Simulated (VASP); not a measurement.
# ScBSbP3 (P4/mmm) in VASP: notebook

ScBSbP3 is run at these levels: PBE; tasks: single point, relaxation of cell and atoms.

All numbers are computed with VASP 6.6.1; they aren't measurements. Logs are shortened: lines on timing, memory, paths and dates and some standing lists are left out, and cuts for length are marked.

**1. The cell of the first run**

The structure is tetragonal, space group P4/mmm (No. 123). The conventional cell has a = 4.683 Å, b = 4.683 Å, c = 5.212 Å, α = 90.00°, β = 90.00°, γ = 90.00°. Sc (site symmetry 4/mmm) has 4 P at 2.34 Å and 2 Sb at 2.61 Å within 3.1 Å. B (site symmetry 4/mmm) has 10 P at 2.61 to 3.50 Å and 4 Sb at 3.31 Å within 3.6 Å. Within 3.6 Å of Sb (site symmetry 4/mmm) lie 2 Sc at 2.61 Å and 4 B at 3.31 Å and 8 P at 3.50 Å. Within 3.1 Å of P (site symmetry mmm) lie 2 Sc at 2.34 Å and 2 P at 2.34 Å. P (site symmetry 4/mmm) has 4 P at 2.34 Å and 2 B at 2.61 Å within 3.1 Å.

The cell was generated, and may not be a known phase.

**2. Single point, PBE**

The input, INCAR:

```
PREC = Accurate
ENCUT = 520
EDIFF = 1E-7
ISMEAR = 0
SIGMA = 0.1
LREAL = F
LASPH = T
NELM = 100
ALGO = Normal
ISIF = 2
LWAVE = F
LCHARG = T
GGA = PE
LELF = T
LVHAR = T
NBANDS = 26
```

The input, KPOINTS:

```
regular mesh
0
Gamma
  4 4 4
```

The input, POSCAR:

```
ScBSbP3
1.0
    4.6825183900      0.0000000000      0.0000000000
    0.0000000000      4.6825183900      0.0000000000
    0.0000000000      0.0000000000      5.2116080800
Sc B Sb P
1 1 1 3
Direct
    0.0000000000      0.0000000000      0.5000000000
    0.5000000000      0.5000000000      0.0000000000
    0.0000000000      0.0000000000      0.0000000000
    0.5000000000      0.0000000000      0.5000000000
    0.0000000000      0.5000000000      0.5000000000
    0.5000000000      0.5000000000      0.5000000000
```

Potentials or basis: VASP PAW PBE potentials, release 64 (Sc_sv, B, Sb, P).

On the command line:

```bash
$ cat potpaw_PBE.64/Sc_sv/POTCAR potpaw_PBE.64/B/POTCAR potpaw_PBE.64/Sb/POTCAR potpaw_PBE.64/P/POTCAR > POTCAR
$ mpirun -np 1 vasp_std > vasp.out
```

OUTCAR:

```text
PREC = Accurate
   ENCUT = 520
   EDIFF = 1E-7
   ISMEAR = 0
   LREAL = F
   LASPH = T
   NELM = 100
   ISIF = 2
   GGA = PE

 ion  position               nearest neighbor table
   1  0.000  0.000  0.500-   4 2.34   5 2.34   5 2.34   4 2.34   3 2.61   3 2.61
   2  0.500  0.500  0.000-
   3  0.000  0.000  0.000-   1 2.61   1 2.61
   4  0.500  0.000  0.500-   1 2.34   6 2.34   6 2.34   1 2.34
   5  0.000  0.500  0.500-   1 2.34   6 2.34   1 2.34   6 2.34
   6  0.500  0.500  0.500-   4 2.34   5 2.34   4 2.34   5 2.34

  LATTYP: Found a simple tetragonal cell.
 ALAT       =     4.6825183900
 C/A-ratio  =     1.1129925493

  Lattice vectors:

 A1 = (   4.6825183900,   0.0000000000,   0.0000000000)
 A2 = (   0.0000000000,   4.6825183900,   0.0000000000)
 A3 = (   0.0000000000,   0.0000000000,   5.2116080800)

Analysis of symmetry for initial positions (statically):
=====================================================================
 Subroutine PRICEL returns:
 Original cell was already a primitive cell.

 Routine SETGRP: Setting up the symmetry group for a
 simple tetragonal supercell.

 Subroutine GETGRP returns: Found 16 space group operations
 (whereof 16 operations were pure point group operations)
 out of a pool of 16 trial point group operations.

The static configuration has the point symmetry D_4h.

Analysis of symmetry for dynamics (positions and initial velocities):
=====================================================================
 Subroutine PRICEL returns:
 Original cell was already a primitive cell.

 Routine SETGRP: Setting up the symmetry group for a
 simple tetragonal supercell.

 Subroutine GETGRP returns: Found 16 space group operations
 (whereof 16 operations were pure point group operations)
 out of a pool of 16 trial point group operations.

The dynamic configuration has the point symmetry D_4h.

 Subroutine INISYM returns: Found 16 space group operations
 (whereof 16 operations are pure point group operations),
 and found     1 'primitive' translations

----------------------------------------------------------------------------------------

                                     Primitive cell

  volume of cell :     114.2696

  direct lattice vectors                    reciprocal lattice vectors
     4.682518390  0.000000000  0.000000000     0.213560293  0.000000000  0.000000000
     0.000000000  4.682518390  0.000000000     0.000000000  0.213560293  0.000000000
     0.000000000  0.000000000  5.211608080     0.000000000  0.000000000  0.191879356

  length of vectors
     4.682518390  4.682518390  5.211608080     0.213560293  0.213560293  0.191879356

  position of ions in fractional coordinates (direct lattice)
     0.000000000  0.000000000  0.500000000
     0.500000000  0.500000000  0.000000000
     0.000000000  0.000000000  0.000000000
     0.500000000  0.000000000  0.500000000
     0.000000000  0.500000000  0.500000000
     0.500000000  0.500000000  0.500000000

  ion indices of the primitive-cell ions
   primitive index   ion index
                 1           1
                 2           2
                 3           3
                 4           4
                 5           5
                 6           6

----------------------------------------------------------------------------------------

 KPOINTS: regular mesh

Automatic generation of k-mesh.
 Grid dimensions read from file:
 generate k-points for:    4    4    4

 Generating k-lattice:

  Cartesian coordinates                     Fractional coordinates (reciprocal lattice)
     0.053390073  0.000000000  0.000000000     0.250000000  0.000000000  0.000000000
     0.000000000  0.053390073  0.000000000     0.000000000  0.250000000  0.000000000
     0.000000000  0.000000000  0.047969839     0.000000000  0.000000000  0.250000000

  Length of vectors
     0.053390073  0.053390073  0.047969839

  Shift w.r.t. Gamma in fractional coordinates (k-lattice)
     0.000000000  0.000000000  0.000000000

 Subroutine IBZKPT returns following result:
 ===========================================

 Found     18 irreducible k-points:

 Following reciprocal coordinates:
            Coordinates               Weight
  0.000000  0.000000  0.000000      1.000000
  0.250000  0.000000  0.000000      4.000000
  0.500000  0.000000  0.000000      2.000000
  0.250000  0.250000  0.000000      4.000000
  0.500000  0.250000  0.000000      4.000000
  0.500000  0.500000  0.000000      1.000000
[... 10 lines left out ...]
  0.500000  0.250000  0.500000      4.000000
  0.500000  0.500000  0.500000      1.000000
   k-points           NKPTS =     18   k-points in BZ     NKDIM =     18   number of bands    NBANDS=     26
   number of dos      NEDOS =    301   number of ions     NIONS =      6
   total plane-waves  NPLWV =  51840
   dimension x,y,z NGX =    36 NGY =   36 NGZ =   40
   dimension x,y,z NGXF=    72 NGYF=   72 NGZF=   80
   ions per type =               1   1   1   3
   NGX,Y,Z   is equivalent  to a cutoff of  12.78, 12.78, 12.76 a.u.
   NGXF,Y,Z  is equivalent  to a cutoff of  25.56, 25.56, 25.52 a.u.
 SYSTEM =  unknown system
   PREC   = accura    normal or accurate (medium, high low for compatibility)
   ISTART =      0    job   : 0-new  1-cont  2-samecut
   ICHARG =      2    charge: 1-file 2-atom 10-const
   ISPIN  =      1    spin polarized calculation?
   LNONCOLLINEAR =      F non collinear calculations
   LSORBIT =      F    spin-orbit coupling
   LASPH  =      T    aspherical Exc in radial PAW
   ENCUT  =  520.0 eV  38.22 Ry    6.18 a.u.   8.71  8.71  9.69*2*pi/ulx,y,z
   NELM   =    100;   NELMIN=  2; NELMDL= -5     # of ELM steps
   EDIFF  = 0.1E-06   stopping-criterion for ELM
   LREAL  =      F    real-space projection
   EDIFFG = 0.1E-05   stopping-criterion for IOM
   NSW    =      0    number of steps for IOM
   IBRION =     -1    ionic relax: 0-MD 1-quasi-New 2-CG
   NFREE  =      0    steps in history (QN), initial steepest desc. (CG)
   ISIF   =      2    stress and relaxation
   ISYM   =      2    0-nonsym 1-usesym 2-fastsym
   POTIM  = 0.5000    time-step for ionic-motion
   TEBEG  =    0.0;   TEEND  =   0.0 temperature during run
   PSTRESS=    0.0 pullay stress
   NELECT =      34.0000    total number of electrons
   NUPDOWN=      -1.0000    fix difference up-down
   EMIN   =  10.00;   EMAX   =-10.00  energy-range for DOS
   EFERMI =   0.00;   METHOD = LEGACY
   ISMEAR =     0;   SIGMA  =   0.10  broadening in eV -4-tet -1-fermi 0-gaus
   EFERMI_NEDOS =   21; number of points for ismear=-14 and -15
   IALGO  =     38    algorithm
   IMIX   =      4    mixing-type and parameters
     AMIX     =   0.40;   BMIX     =  1.00
     AMIX_MAG =   1.60;   BMIX_MAG =  1.00
  volume/ion in A,a.u.               =      19.04       128.52
  Fermi-wavevector in a.u.,A,eV,Ry     =   1.092926  2.065331 16.251996  1.194488
  Thomas-Fermi vector in A             =   2.229202
   LORBIT       =      0    0 simple, 1 ext, 2 COOP (PROOUT), +10 PAW based schemes
   GGA     = PE    functional components
   LHFCALC =     F    Hartree Fock is set to
   AEXX    =    0.0000 exact exchange contribution
   IVDW    =     0    specifies the selected vdW correction
   LEPSILON=     F    determine dielectric tensor
   LRPA    =     F    only Hartree local field effects (RPA)
 non-spin polarized calculation
 Gauss-broadening in eV      SIGMA  =   0.10
  energy-cutoff  :      520.00
  volume of cell :      114.27
 maximum number of plane-waves:      3112
 NGX is ok and might be reduce to    36
   NGX = 17   NGY = 17   NGZ = 19

 number of electron      34.0000001 magnetization

 Free energy of the ion-electron system (eV)
  ---------------------------------------------------
  ext. energy  EPLUGINS =         0.00000000
  ---------------------------------------------------
  free energy    TOTEN  =       -27.51954483 eV

  energy without entropy =      -27.50407907  energy(sigma->0) =      -27.51181195

 E-fermi :   6.0160     XC(G=0): -10.1294

 val. band max:        5.9696331424   @ k =   0.5000   0.2500   0.5000
 cond. band min:       6.0700045068   @ k =   0.5000   0.2500   0.2500
 fundamental gap:      0.1003713644
 Fermi energy:         6.0160012114

 k-point     1 :       0.0000    0.0000    0.0000
  band No.  band energies     occupation
      1     -41.9671      2.00000
      2     -20.8754      2.00000
      3     -20.8754      2.00000
      4     -20.7988      2.00000
      5      -8.1368      2.00000
      6      -3.7266      2.00000
[... 18 lines left out ...]
     25       9.3846      0.00000
     26      10.0346      0.00000

 k-point     2 :       0.2500    0.0000    0.0000
  band No.  band energies     occupation
      1     -41.9668      2.00000
      2     -20.8903      2.00000
      3     -20.8747      2.00000
      4     -20.7983      2.00000
      5      -7.7750      2.00000
      6      -4.4903      2.00000
[... 18 lines left out ...]
     25       9.6473      0.00000
     26      10.6851      0.00000

 k-point     3 :       0.5000    0.0000    0.0000
  band No.  band energies     occupation
      1     -41.9664      2.00000
      2     -20.9051      2.00000
      3     -20.8741      2.00000
      4     -20.7979      2.00000
      5      -7.1726      2.00000
      6      -5.5533      2.00000
[... 18 lines left out ...]
     25      10.3352      0.00000
     26      10.4596      0.00000

 k-point     4 :       0.2500    0.2500    0.0000
  band No.  band energies     occupation
      1     -41.9664      2.00000
      2     -20.8897      2.00000
      3     -20.8891      2.00000
      4     -20.7979      2.00000
      5      -7.4312      2.00000
      6      -4.3781      2.00000
[... 18 lines left out ...]
     25      10.4369      0.00000
     26      10.8369      0.00000
[... 322 lines left out ...]
      1     -41.9676      2.00000
      2     -20.8884      2.00000
      3     -20.8878      2.00000
      4     -20.7906      2.00000
      5      -7.3242      2.00000
      6      -4.3206      2.00000
[... 18 lines left out ...]
     25      10.1896      0.00000
     26      10.2674      0.00000

 k-point    17 :       0.5000    0.2500    0.5000
  band No.  band energies     occupation
      1     -41.9672      2.00000
      2     -20.9027      2.00000
      3     -20.8872      2.00000
      4     -20.7902      2.00000
      5      -6.7777      2.00000
      6      -5.0516      2.00000
[... 18 lines left out ...]
     25      10.4882      0.00000
     26      10.5668      0.00000

 k-point    18 :       0.5000    0.5000    0.5000
  band No.  band energies     occupation
      1     -41.9669      2.00000
      2     -20.9015      2.00000
      3     -20.9015      2.00000
      4     -20.7897      2.00000
      5      -6.2409      2.00000
      6      -4.6950      2.00000
[... 18 lines left out ...]
     25      11.0641      0.00000
     26      11.0641      0.00000

------------------------ aborting loop because EDIFF is reached ----------------------------------------

  FORCE on cell =-STRESS in cart. coord.  units (eV):
  Direction    XX          YY          ZZ          XY          YZ          ZX
  --------------------------------------------------------------------------------------
  -------------------------------------------------------------------------------------
  Total       10.0335746     10.0335746      5.3812060      0.0000000      0.0000000      0.0000000
  in kB      140.6810282    140.6810282     75.4500390      0.0000000      0.0000000      0.0000000
  external PRESSURE =     118.9373651 kB  Pullay stress =       0.0000000 kB

 VOLUME and BASIS-vectors are now :
 -----------------------------------------------------------------------------
  energy-cutoff  :      520.00
  volume of cell :      114.27
      direct lattice vectors                 reciprocal lattice vectors
     4.682518390  0.000000000  0.000000000     0.213560293  0.000000000  0.000000000
     0.000000000  4.682518390  0.000000000     0.000000000  0.213560293  0.000000000
     0.000000000  0.000000000  5.211608080     0.000000000  0.000000000  0.191879356

 POSITION                                       TOTAL-FORCE (eV/Angst)
 -----------------------------------------------------------------------------------
      0.00000      0.00000      2.60580         0.000000      0.000000      0.000000
      2.34126      2.34126      0.00000         0.000000      0.000000      0.000000
      0.00000      0.00000      0.00000         0.000000      0.000000      0.000000
      2.34126      0.00000      2.60580         0.000000      0.000000      0.000000
      0.00000      2.34126      2.60580         0.000000      0.000000      0.000000
      2.34126      2.34126      2.60580         0.000000      0.000000      0.000000
 -----------------------------------------------------------------------------------
    total drift:                               -0.000000     -0.000000      0.000000

  FREE ENERGIE OF THE ION-ELECTRON SYSTEM (eV)
  ---------------------------------------------------
  free  energy   TOTEN  =       -27.5195448290 eV

  energy  without entropy=      -27.5040790721  energy(sigma->0) =      -27.51181195
```

Wall time 79 s (1 thread of Oxide Virtual Turin-like, shared host); peak memory 0.21 GiB.

Results:

```yaml
Free_energy: -27.5195 eV
Pressure: 11.9 GPa
Band_gap_on_the_k_mesh: zero (bands 17 and 18 overlap by 1.18 eV)
```

Levels at points of the mesh, in eV from the Fermi level:
```
           k point  band 15  band 16  band 17  band 18  band 19  band 20
(0.00, 0.00, 0.00)    -0.95    -0.49     0.24     0.27     0.27     1.07
(0.50, 0.00, 0.00)    -0.66    -0.16     0.31     0.91     1.14     1.16
(0.50, 0.50, 0.00)    -2.15    -2.15    -0.93    -0.68     0.48     0.48
(0.00, 0.00, 0.50)    -1.37    -0.98    -0.25    -0.25     0.27     1.28
(0.50, 0.00, 0.50)    -1.75    -1.13    -0.15     0.15     0.19     0.82
(0.50, 0.50, 0.50)    -0.66    -0.07     0.51     0.61     0.61     0.92
```

Caveat: the stress differs along the axes, from 8 to 14 GPa; spin-orbit coupling is left out, which moves the levels of the heavy elements.

**3. Single point, PBE**

This run uses another cell than the first one, of 22.06 Å³/atom.

The input, INCAR:

```
PREC = Accurate
ENCUT = 520
EDIFF = 1E-6
ISMEAR = 0
SIGMA = 0.1
LREAL = F
LASPH = T
NELM = 80
ALGO = Normal
ISIF = 2
LWAVE = F
LCHARG = F
GGA = PE
NBANDS = 26
```

KPOINTS is that of step 2.

Changes to POSCAR since step 2:

```diff
@@ -2,5 +2,5 @@
 1.0
-    4.6825183900      0.0000000000      0.0000000000
-    0.0000000000      4.6825183900      0.0000000000
-    0.0000000000      0.0000000000      5.2116080800
+    4.9409485591      0.0000000000      0.0000000000
+    0.0000000000      4.9409485591      0.0000000000
+    0.0000000000      0.0000000000      5.4217941743
 Sc B Sb P
```

Potentials or basis: VASP PAW PBE potentials, release 64 (Sc_sv, B, Sb, P).

On the command line:

```bash
$ cat potpaw_PBE.64/Sc_sv/POTCAR potpaw_PBE.64/B/POTCAR potpaw_PBE.64/Sb/POTCAR potpaw_PBE.64/P/POTCAR > POTCAR
$ mpirun -np 1 vasp_std > vasp.out
```

Wall time 78 s (1 thread of Oxide Virtual Turin-like, shared host); peak memory 0.23 GiB.

Results (log left out):

* Free energy: -28.1431 eV
* Pressure: 0.1 GPa
* Band gap on the k mesh: zero (bands 17 and 18 overlap by 0.78 eV)

Stress tensor (GPa, compression positive):
```
 0.25  0.00  0.00
 0.00  0.25  0.00
 0.00  0.00 -0.23
```

Levels at points of the mesh, in eV from the Fermi level:
| k point | band 15 | band 16 | band 17 | band 18 | band 19 | band 20 |
| --- | --- | --- | --- | --- | --- | --- |
| (0.00, 0.00, 0.00) | -1.01 | -0.35 | 0.16 | 0.16 | 0.75 | 1.34 |
| (0.50, 0.00, 0.00) | -0.53 | -0.27 | 0.15 | 0.97 | 0.97 | 0.98 |
| (0.50, 0.50, 0.00) | -1.70 | -1.70 | -0.95 | -0.55 | 0.12 | 0.12 |
| (0.00, 0.00, 0.50) | -1.33 | -0.74 | -0.53 | -0.53 | 0.79 | 1.23 |
| (0.50, 0.00, 0.50) | -1.52 | -0.87 | -0.09 | 0.16 | 0.38 | 0.52 |
| (0.50, 0.50, 0.50) | -0.54 | -0.05 | 0.23 | 0.23 | 0.33 | 0.96 |

Caveat: spin-orbit coupling is left out, which moves the levels of the heavy elements.

**4. Relaxation of cell and atoms, PBE**

The input, INCAR:

```
PREC = Accurate
ENCUT = 600
EDIFF = 1E-6
ISMEAR = 0
SIGMA = 0.1
LREAL = F
LASPH = T
NELM = 80
ALGO = Normal
ISIF = 3
LWAVE = F
LCHARG = F
GGA = PE
IBRION = 2
NSW = 90
EDIFFG = -0.04
```

KPOINTS is that of step 3.

Changes to POSCAR since step 3:

```diff
@@ -2,5 +2,5 @@
 1.0
-    4.9409485591      0.0000000000      0.0000000000
-    0.0000000000      4.9409485591      0.0000000000
-    0.0000000000      0.0000000000      5.4217941743
+    4.6825183900      0.0000000000      0.0000000000
+    0.0000000000      4.6825183900      0.0000000000
+    0.0000000000      0.0000000000      5.2116080800
 Sc B Sb P
```

On the command line:

```bash
$ cat potpaw_PBE.64/Sc_sv/POTCAR potpaw_PBE.64/B/POTCAR potpaw_PBE.64/Sb/POTCAR potpaw_PBE.64/P/POTCAR > POTCAR
$ mpirun -np 1 vasp_std > vasp.out
```

It took 3.3 min on 1 thread of Oxide Virtual Turin-like, shared host; peak memory 0.25 GiB.

Results (log left out):

| Item | Value |
| --- | --- |
| Free energy | -28.1433 eV |
| Relaxed volume | 22.05 Å³/atom |
| Relaxed cell | a = 4.960 Å, b = 4.960 Å, c = 5.377 Å, α = 90.00°, β = 90.00°, γ = 90.00° |
| Space group after relaxing (to 0.1 Å) | P4/mmm (No. 123) |
| Energy gained by relaxing | 103.8 meV/atom |
| Ionic steps | 3 |
| Pressure after relaxing | 0.0 GPa |
| Band gap on the k mesh | zero (bands 17 and 18 overlap by 0.74 eV) |

Stress tensor (GPa, compression positive):
```
 0.10  0.00  0.00
 0.00  0.10  0.00
 0.00  0.00 -0.09
```

The path:
```
step  energy change (eV)  largest force (eV/Å)  pressure (GPa)  volume (Å³)
   1              0.0000                0.0000           11.91       114.27
   2             -0.5642                0.0000           -2.62       139.26
   3             -0.6228                0.0000            0.04       132.28
```

Final structure:
```yaml
crystal:
  lattice:
    - [4.95973, 0.00000, 0.00000]
    - [0.00000, 4.95973, 0.00000]
    - [0.00000, 0.00000, 5.37730]
  atoms:
    - { symbol: Sc, position: [0.00000, 0.00000, 0.50000] }
    - { symbol: B, position: [0.50000, 0.50000, 0.00000] }
    - { symbol: Sb, position: [0.00000, 0.00000, 0.00000] }
    - { symbol: P, position: [0.50000, 0.00000, 0.50000] }
    - { symbol: P, position: [0.00000, 0.50000, 0.50000] }
    - { symbol: P, position: [0.50000, 0.50000, 0.50000] }
```

Levels at points of the mesh, in eV from the Fermi level:
```tsv
k point	band 15	band 16	band 17	band 18	band 19	band 20
(0.00, 0.00, 0.00)	-1.07	-0.36	0.16	0.16	0.78	1.33
(0.50, 0.00, 0.00)	-0.57	-0.32	0.10	0.96	0.97	0.97
(0.50, 0.50, 0.00)	-1.69	-1.69	-0.95	-0.55	0.06	0.06
(0.00, 0.00, 0.50)	-1.25	-0.77	-0.56	-0.56	0.82	1.23
(0.50, 0.00, 0.50)	-1.55	-0.94	-0.03	0.12	0.33	0.48
(0.50, 0.50, 0.50)	-0.54	-0.10	0.18	0.18	0.42	1.03
```

Caveat: the volume moved by over 15 % at a fixed basis, so the end points are rough; spin-orbit coupling is left out, which moves the levels of the heavy elements.

**5. Overview**

```tsv
task	cell	cutoff (eV)	gap on the mesh (eV)	pressure (GPa)
single point	a = 4.683, b = 4.683, c = 5.212 Å, 6 atoms	520	none	11.9
single point	a = 4.941, b = 4.941, c = 5.422 Å, 6 atoms	520	none	0.1
relaxation of cell and atoms	relaxed from a = 4.683, b = 4.683, c = 5.212 Å, 6 atoms	600	none	0.0
```

Alike in all rows: level PBE; potentials or basis VASP PAW PBE potentials, release 64 (Sc_sv, B, Sb, P); no spin polarisation; k mesh 4 × 4 × 4; smearing gaussian 0.1 eV.

Caveats: spin-orbit coupling is left out, which moves the levels of the heavy elements; the stress differs along the axes, from 8 to 14 GPa (at least some runs); the volume moved by over 15 % at a fixed basis, so the end points are rough (at least some runs).

Absolute energies hang on the potentials; compare differences alone.

The gap in the log of VASP goes by the Fermi energy; the results here count the filled bands.